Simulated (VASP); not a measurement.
Crystal: LiCl.

```
CELL_PARAMETERS angstrom
3.32444 0.00000 0.00000
0.00000 3.27112 0.00000
0.00000 0.00000 3.27112
ATOMIC_POSITIONS crystal
Li 0.00000 0.00000 0.00000
Cl 0.50000 0.50000 0.50000
```

This cell differs from its parent crystal: uniaxial x strain +1.6%.

Base run:

| Item | Value |
| --- | --- |
| Program | VASP 6.6.1 |
| Functional | PBE |
| Potentials or basis | VASP PAW PBE potentials, release 64 (Li_sv, Cl) |
| Cutoff | 520 eV |
| k mesh | 8 × 8 × 8 |
| Occupations | fermi-dirac, width 0.02 eV |
| Spin | no spin polarisation |

Its results: band gap on the k mesh 4.33 eV, indirect (least direct gap 5.10 eV).

Question: The run is repeated on the same cell with these changes: functional from PBE to r2SCAN; occupations from fermi-dirac, width 0.02 eV to gaussian, width 0.01 eV. What comes out?

Answer: Band gap on the k mesh 5.26 eV, indirect (least direct gap 5.91 eV).

A k mesh can miss the band edges.
